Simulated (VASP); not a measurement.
HfO2:

```xyz
3
Lattice="0.0000 2.5292 2.5292 2.5292 0.0000 2.5292 2.5292 2.5292 0.0000" Properties=species:S:1:pos:R:3 pbc="T T T"
Hf    0.0000    0.0000    0.0000
O     1.2646    1.2646    1.2646
O     3.7938    3.7938    3.7938
```

Base run:

| Property | Result |
| --- | --- |
| Program | VASP 6.6.1 |
| Functional | r2SCAN |
| Potentials or basis | VASP PAW PBE potentials, release 64 (Hf_pv, O) |
| Cutoff | 520 eV |
| k mesh | 8 × 8 × 8 |
| Occupations | gaussian, width 0.01 eV |
| Spin | no spin polarisation |

Its results: band gap on the k mesh 4.32 eV, direct; pressure -3.9 GPa.

Problem. The run is repeated on the same cell with these changes: functional from r2SCAN to PBE; further incar settings from ALGO = Normal; EDIFF = 1e-06; NBANDS = 18 to ALGO = Normal; EDIFF = 1e-07; NBANDS = 18. What comes out?

Solution. Band gap on the k mesh 3.82 eV, direct; pressure 2.1 GPa.

Caveats: spin-orbit coupling is left out, which moves the levels of the heavy elements; the PAW data sets were made with another functional, which shifts forces and pressure a little (some runs).

A k mesh can miss the band edges.
